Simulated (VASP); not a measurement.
Wanted: the native input for a VASP 6.6.1 run.

```
Task                   : single point
Functional             : PBE
Potentials or basis    : VASP PAW PBE potentials, release 64 (Ta_pv, Br)
Cutoff                 : 520 eV
k mesh                 : 6 × 6 × 6
Occupations            : gaussian, width 0.1 eV
Spin                   : collinear spin
Starting moments       : [1.0, 0.0] μB
Dipole correction      : no
Further INCAR settings : ALGO = Normal; EDIFF = 1e-07; NBANDS = 20
```

The structure of TaBr lies in POSCAR:

```
TaBr
1.0
    0.0000000000      2.7111433551      2.7111433551
    2.7111433551      0.0000000000      2.7111433551
    2.7111433551      2.7111433551      0.0000000000
Ta Br
1 1
Direct
    0.5000000000      0.5000000000      0.5000000000
    0.0000000000      0.0000000000      0.0000000000
```

The cell was generated, and may not be a known phase.

The input as run:

INCAR

```
SYSTEM = TaBr
PREC     = Accurate       ! precision mode
ENCUT    = 520            ! plane-wave cutoff, eV
EDIFF    = 1E-7           ! SCF threshold, eV
ISMEAR   = 0              ! smearing method
SIGMA    = 0.1            ! smearing width, eV
LREAL    = .False.        ! projectors in reciprocal space
LASPH    = .True.         ! aspherical terms in the spheres
NELM     = 150            ! most SCF steps
ALGO     = Normal         ! electronic algorithm
ISIF     = 2              ! what is computed and relaxed
LWAVE    = .False.        ! write WAVECAR
LCHARG   = .False.        ! write CHGCAR
ISPIN    = 2              ! spin polarisation
MAGMOM   = 1 0            ! initial moments
LORBIT   = 11             ! projections on sites
LMAXMIX  = 4              ! l up to which the mixer works
GGA      = PE             ! functional
NBANDS   = 20             ! bands
```

KPOINTS

```
Automatic mesh
0
Gamma
  6 6 6
  0 0 0
```

Potentials or basis: VASP PAW PBE potentials, release 64 (Ta_pv, Br).

Command:

```bash
$ cat potpaw_PBE.64/Ta_pv/POTCAR potpaw_PBE.64/Br/POTCAR > POTCAR
$ mpirun -np 1 vasp_std > vasp.out
```

It gave:

```
Pressure                                              : 0.1 GPa
Net moment                                            : 0.38 μB per cell
Site moments                                          : Ta +0.26; Br +0.01 μB
Valence electrons inside the program's atomic spheres : Ta 8.78; Br 4.92
```

Caveat: a moment this small can come from the mesh or the smearing.

Wall time 34 s on 1 thread of Intel(R) Xeon(R) Platinum 8488C (Sapphire Rapids) (shared host), peak memory 0.19 GiB.
